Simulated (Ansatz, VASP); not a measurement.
**PbS: VASP beside Ansatz**

File INCAR:

```
ALGO     = Normal         # electronic algorithm
EDIFF    = 1E-6           # SCF threshold, eV
ENCUT    = 520            # plane-wave cutoff, eV
GGA      = PS             # functional
ISIF     = 2              # what is computed and relaxed
ISMEAR   = 0              # smearing method
LASPH    = True           # aspherical terms in the spheres
LCHARG   = False          # write CHGCAR
LREAL    = False          # projectors in reciprocal space
LWAVE    = False          # write WAVECAR
NBANDS   = 28             # bands
NELM     = 100            # most SCF steps
PREC     = Accurate       # precision mode
SIGMA    = 0.02           # smearing width, eV
```

The input KPOINTS:

```
k-points
0
Gamma
  6 6 2
```

Contents of POSCAR:

```
PbS
1.0
    2.8319327254     -2.9337408165      0.0293611677
    2.9513450098      3.0530537681      0.0048816494
   -1.9067161016     -0.1330139192     22.0240799123
Pb S
2 2
Direct
    0.7360557354      0.7626464610      0.9361883829
    0.2524733691      0.2599806310      0.0697053415
    0.2584768592      0.1957513357      0.9443526958
    0.7935923601      0.7410198959      0.0497535799
```

Input for Ansatz:

```yaml
crystal:
  lattice:
    - [2.8319327254, -2.9337408165, 0.0293611677]
    - [2.9513450098, 3.0530537681, 0.0048816494]
    - [-1.9067161016, -0.1330139192, 22.0240799123]
  atoms:
    - { symbol: Pb, position: [0.7360557354, 0.762646461, 0.9361883829] }
    - { symbol: Pb, position: [0.2524733691, 0.259980631, 0.0697053415] }
    - { symbol: S, position: [0.2584768592, 0.1957513357, 0.9443526958] }
    - { symbol: S, position: [0.7935923601, 0.7410198959, 0.0497535799] }
basis:
  ecutwfc: 420
kpoints:
  mp_grid: { grid: [6, 6, 2] }
hamiltonian:
  xc: pbesol
scf:
  occupations: { method: gaussian, width: 0.02 }
output:
  forces: true
  stress: true
  eigenvalues: true
```

Change from the starting cell: all atoms moved at random, cell strained at random.

Alike in both runs: task single point; functional PBEsol; k mesh 6 × 6 × 2; occupations gaussian, width 0.02 eV; no spin polarisation.

|  | VASP | Ansatz |
| --- | --- | --- |
| version | VASP 6.6.1 | Ansatz 0.2.0 |
| potentials or method | VASP PAW PBE potentials, release 64 (Pb_d, S), cutoff 520 eV | scalar-relativistic, plane waves, PAW |
| valence electrons in the cell | 40 | 40 |

|  | VASP | Ansatz | Ansatz less VASP |
| --- | --- | --- | --- |
| gap on the k mesh at the Fermi level (eV) | 1.30 | 1.30 | +0.003 |
| least direct gap on the mesh (eV) | 1.61 | 1.61 | +0.003 |
| rms of the force components (eV/Å) | 0.638 | 0.638 | -0.0002 |

VASP's potentials were made for PBE, not for PBEsol. Atom by atom the forces differ by 0.002 eV/Å (rms over components).

Spin-orbit coupling is off throughout.
